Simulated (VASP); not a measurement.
Write the native input for VASP 6.6.1 that does the following.

- Task: single point
- Functional: LDA
- Potentials or basis: VASP PAW LDA potentials, release 64 (Re, Bi_d)
- Cutoff: 520 eV
- k mesh: 10 × 10 × 10
- Occupations: gaussian, width 0.05 eV
- Spin: no spin polarisation
- Dipole correction: no
- Further INCAR settings: ALGO = Fast; EDIFF = 1e-06; NBANDS = 18

The structure of ReBi lies in POSCAR:

```
ReBi
1.0
    0.0000000000      3.1097581038      3.1097581038
    3.1097581038      0.0000000000      3.1097581038
    3.1097581038      3.1097581038      0.0000000000
Re Bi
1 1
Direct
    0.0000000000      0.0000000000      0.0000000000
    0.2500000000      0.2500000000      0.2500000000
```

The input as run:

INCAR

```
SYSTEM = ReBi
PREC = Accurate
ENCUT = 520
EDIFF = 1E-6
ISMEAR = 0
SIGMA = 0.05
LREAL = .FALSE.
LASPH = .TRUE.
NELM = 60
ALGO = Fast
ISIF = 2
LWAVE = .FALSE.
LCHARG = .TRUE.
GGA = CA
LELF = .TRUE.
LVHAR = .TRUE.
NBANDS = 18
```

KPOINTS

```
Automatic mesh
0
G
  10 10 10
  0 0 0
```

Potentials or basis: VASP PAW LDA potentials, release 64 (Re, Bi_d).

Launch:

```console
$ cat potpaw_LDA.64/Re/POTCAR potpaw_LDA.64/Bi_d/POTCAR > POTCAR
$ mpirun -np 1 vasp_std > vasp.out
```

Results of the run:

```json
{
 "Pressure": "-5.1 GPa",
 "Band gap on the k mesh": "zero (band 11 reaches 4.19 eV, above the bottom of band 12 at 4.14 eV)"
}
```

Caveat: spin-orbit coupling is left out, which moves the levels of the heavy elements.

Wall time 120 s on 1 thread of Intel(R) Xeon(R) Platinum 8259CL CPU @ 2.50GHz (Skylake/Cascade Lake) (shared host), peak memory 0.21 GiB.
